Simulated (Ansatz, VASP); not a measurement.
# Two plane-wave programs on C

```xyz
6
Lattice="2.4973 0.0000 0.0000 0.0000 3.5317 0.0000 0.0000 0.0000 18.4973" Properties=species:S:1:pos:R:3 pbc="T T T"
C     1.8730    0.3460    8.1307
C     0.6243    3.1857    8.1307
C     0.6243    2.1539    9.2487
C     1.8730    1.3778    9.2487
C     1.8730    0.3460   10.3666
C     0.6243    3.1857   10.3666
```

Alike in both runs: functional LDA; k mesh 10 × 7 × 1; occupations fermi-dirac, width 0.02 eV; no spin polarisation.

Ansatz relaxed the structure, and its values are those at the end. VASP's run is a single point on that final structure, the one shown.

```csv
,VASP,Ansatz
version,VASP 6.6.1,Ansatz 0.2.0
potentials or method,"VASP PAW LDA potentials, release 64 (C)","PAW with Ansatz's default frozen-core files, scalar-relativistic"
plane-wave cutoff (eV),520,420
valence electrons in the cell,24,24
```

VASP gave:

| Item | Value |
| --- | --- |
| rms of the force components (eV/Å) | 0.029 |

**Question.** What did Ansatz give for the same quantities?

**Answer.** rms of the force components (eV/Å): 0.002.

LDA's correlation is that of Perdew and Zunger in VASP and of Perdew and Wang (1992) in Ansatz. Ansatz's warnings: stress scf threshold loose, xc potential rough in thin density.
